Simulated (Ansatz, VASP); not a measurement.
One calculation of AlNi3, two programs

```xyz
4
Lattice="3.5191 0.0000 0.0000 0.0000 3.5191 0.0000 0.0000 0.0000 3.5191" Properties=species:S:1:pos:R:3 pbc="T T T"
Al    0.0000    0.0000    0.0000
Ni    0.0000    1.7595    1.7595
Ni    1.7595    0.0000    1.7595
Ni    1.7595    1.7595    0.0000
```

Alike in both runs: task single point; functional PBEsol; k mesh 12 × 12 × 12; occupations gaussian, width 0.1 eV; collinear spin.

|  | VASP | Ansatz |
| --- | --- | --- |
| version | VASP 6.6.1 | Ansatz 0.2.0 |
| potentials or method | VASP PAW PBE potentials, release 64 (Al, Ni), cutoff 520 eV | scalar-relativistic, plane waves, PAW |
| valence electrons in the cell | 33 | 57 |

VASP gave:

| Property | Result |
| --- | --- |
| gap on the k mesh at the Fermi level (eV) | none |
| pressure (GPa) | 0.1 |
| net moment per atom (μB) | 0.16 |
| size of the moment on the site where the two differ most (μB) | 0.23 |

Estimate Ansatz's values.

gap on the k mesh at the Fermi level (eV): none; pressure (GPa): 0.0; net moment per atom (μB): 0.17; size of the moment on the site where the two differ most (μB): 0.25.

VASP's potentials were made for PBE, not for PBEsol. Site moments also hang on the region over which each program counts them. A gap of «none» marks a metal or a gap that the smearing closes. VASP's potentials hold 33 valence electrons a cell and Ansatz's 57, so a difference there can come from the potentials and not from the codes. Ansatz's warnings: stability check not made.
